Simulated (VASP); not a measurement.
**La: single point with LDA**

La:

```xyz
1
Lattice="-2.1238 2.1238 2.1238 2.1238 -2.1238 2.1238 2.1238 2.1238 -2.1238" Properties=species:S:1:pos:R:3 pbc="T T T"
La    0.0000    0.0000    0.0000
```

* Program: VASP 6.6.1
* Task: single point
* Functional: LDA
* Potentials or basis: VASP PAW LDA potentials, release 64 (La)
* Cutoff: 520 eV
* k mesh: 9 × 9 × 9
* Occupations: gaussian, width 0.05 eV
* Spin: no spin polarisation

The pressure is -4.0 GPa.

Levels at points of the mesh, in eV from the Fermi level:
```tsv
k point	band 3	band 4	band 5	band 6	band 7	band 8
(0.00, 0.00, 0.00)	-15.83	-15.83	-3.20	1.31	1.31	1.31
```

Run time: 9.4 s on 1 thread of Intel(R) Xeon(R) Platinum 8488C (Sapphire Rapids), with other jobs on the host, peak memory 0.16 GiB.

Caveat: spin-orbit coupling is left out, which moves the levels of the heavy elements.
